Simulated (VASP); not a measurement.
Wanted: the native input for a VASP 6.6.1 run.

```yaml
Task: single point
Functional: BLYP
Potentials_or_basis: VASP PAW PBE potentials, release 64 (Si, C)
Cutoff: 600 eV
k_mesh: 10 × 10 × 10
Occupations: fermi-dirac, width 0.05 eV
Spin: no spin polarisation
Dipole_correction: no
Further_INCAR_settings: ALGO = Normal; EDIFF = 1e-06; NBANDS = 11
```

The structure of SiC lies in POSCAR:

```
SiC
1.0
    0.0000000000      2.2217363401      2.2217363401
    2.2217363401      0.0000000000      2.2217363401
    2.2217363401      2.2217363401      0.0000000000
Si C
1 1
Direct
    0.0000000000      0.0000000000      0.0000000000
    0.7500000000      0.7500000000      0.7500000000
```

The input as run:

INCAR

```
SYSTEM = SiC
AGGAC    = 1.0          
AGGAX    = 1.0          
ALDAC    = 0.0          
ALDAX    = 1.0          
ALGO     = Normal         ! electronic algorithm
EDIFF    = 1E-6           ! SCF threshold, eV
ENCUT    = 600            ! plane-wave cutoff, eV
GGA      = B5             ! functional
GGA_COMPAT= .FALSE.      
ISIF     = 2              ! what is computed and relaxed
ISMEAR   = -1             ! smearing method
LASPH    = .TRUE.         ! aspherical terms in the spheres
LCHARG   = .FALSE.        ! write CHGCAR
LREAL    = .FALSE.        ! projectors in reciprocal space
LWAVE    = .FALSE.        ! write WAVECAR
NBANDS   = 11             ! bands
NELM     = 120            ! most SCF steps
PREC     = Accurate       ! precision mode
SIGMA    = 0.05           ! smearing width, eV
```

KPOINTS

```
k-points
0
G
  10 10 10
  0 0 0
```

Potentials or basis: VASP PAW PBE potentials, release 64 (Si, C).

The run is started by

```bash
$ cat potpaw_PBE.64/Si/POTCAR potpaw_PBE.64/C/POTCAR > POTCAR
$ mpirun -np 1 vasp_std > vasp.out
```

Results of the run:

```json
{"Pressure": "-3.7 GPa", "Band gap on the k mesh": "1.74 eV (least direct gap 4.76 eV)"}
```

Caveat: the cell stands under tension; the PAW data sets were made with another functional, which shifts forces and pressure a little.

Run time: 21 s on 1 thread of AMD EPYC 7R43 64-Core Processor (Zen 3), on a shared host, peak memory 0.12 GiB.
